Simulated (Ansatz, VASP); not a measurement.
## Two plane-wave programs on TaF3

Contents of INCAR:

```
SYSTEM = TaF3
PREC = Accurate
ENCUT = 600
EDIFF = 1E-6
ISMEAR = 0
SIGMA = 0.1
LREAL = .FALSE.
LASPH = .TRUE.
NELM = 120
ALGO = Normal
ISIF = 2
LWAVE = .FALSE.
LCHARG = .TRUE.
GGA = PE
LELF = .TRUE.
LVHAR = .TRUE.
NBANDS = 25
GGA_COMPAT = .FALSE.
```

File KPOINTS:

```
regular mesh
0
G
  6 6 4
  0 0 0
```

POSCAR

```
TaF3
1.0
    3.4670653700      0.0000000000      0.0000000000
    0.0000000000      3.4670653700      0.0000000000
    0.0000000000      0.0000000000      4.8137097800
Ta F
1 3
Direct
    0.5000000000      0.5000000000      0.5000000000
    0.0000000000      0.0000000000      0.5000000000
    0.5000000000      0.5000000000      0.1866085600
    0.5000000000      0.5000000000      0.8133914400
```

Input for Ansatz:

```yaml
crystal:
  lattice:
    - [3.46706537, 0.0, 0.0]
    - [0.0, 3.46706537, 0.0]
    - [0.0, 0.0, 4.81370978]
  atoms:
    - { symbol: Ta, position: [0.5, 0.5, 0.5] }
    - { symbol: F, position: [0.0, 0.0, 0.5] }
    - { symbol: F, position: [0.5, 0.5, 0.18660856] }
    - { symbol: F, position: [0.5, 0.5, 0.81339144] }
basis:
  ecutwfc: 420
kpoints:
  mp_grid: { grid: [6, 6, 4] }
hamiltonian:
  xc: pbe
scf:
  occupations: { method: gaussian, width: 0.1 }
  lower_state_search: "off"
output:
  forces: true
  stress: true
  eigenvalues: true
```

Alike in both runs: task single point; functional PBE; k mesh 6 × 6 × 4; occupations gaussian, width 0.1 eV; no spin polarisation.

```csv
,VASP,Ansatz
version,VASP 6.6.1,Ansatz 0.2.0
potentials or method,"VASP PAW PBE potentials, release 64 (Ta_sv_GW, F), cutoff 600 eV","scalar-relativistic, plane waves, PAW"
valence electrons in the cell,34,34
```

VASP gave:

* gap on the k mesh at the Fermi level (eV): none
* rms of the force components (eV/Å): 11.507

What did Ansatz give for the same quantities?

gap on the k mesh at the Fermi level (eV): none; rms of the force components (eV/Å): 11.071.

Atom by atom the forces differ by 0.436 eV/Å (rms over components). A gap of «none» marks a metal or a gap that the smearing closes.

Spin-orbit coupling is off throughout.
